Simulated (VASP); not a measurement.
Input of a VASP 6.6.1 run:

INCAR

```
ALGO     = Normal         # electronic algorithm
EDIFF    = 1E-7           # SCF threshold, eV
ENCUT    = 520            # plane-wave cutoff, eV
GGA      = PE             # functional
ISIF     = 2              # what is computed and relaxed
ISMEAR   = 0              # smearing method
LASPH    = T              # aspherical terms in the spheres
LCHARG   = F              # write CHGCAR
LREAL    = F              # projectors in reciprocal space
LWAVE    = F              # write WAVECAR
NBANDS   = 23             # bands
NELM     = 60             # most SCF steps
PREC     = Accurate       # precision mode
SIGMA    = 0.1            # smearing width, eV
```

KPOINTS

```
k-points
0
Gamma
  4 4 4
```

The input POSCAR:

```
ZnS3
1.0
    4.8541546900      0.0000000000      0.0000000000
    0.0000000000      4.8541546900      0.0000000000
    0.0000000000      0.0000000000      4.2375516800
Zn S
1 3
Direct
    0.0000000000      0.0000000000      0.0000000000
    0.5000000000      0.5000000000      0.0000000000
    0.0000000000      0.5000000000      0.5000000000
    0.5000000000      0.0000000000      0.5000000000
```

Potentials or basis: VASP PAW PBE potentials, release 64 (Zn, S).

Command:

```console
$ cat potpaw_PBE.64/Zn/POTCAR potpaw_PBE.64/S/POTCAR > POTCAR
$ mpirun -np 1 vasp_std > vasp.out
```

Task: What does it give for the pressure?

Result: -11.7 GPa.

Task: Predict the band gap on the k mesh.

Result: Zero (bands 15 and 16 overlap by 0.62 eV).

Stress tensor (GPa, compression positive):
```
-10.44   0.00   0.00
  0.00 -10.44   0.00
  0.00   0.00 -14.29
```

Caveat: the k points lie up to 0.37 Å⁻¹ apart, too coarse for converged energies and pressures of a metal; semilocal functionals underestimate gaps, and a narrow one can read as zero.
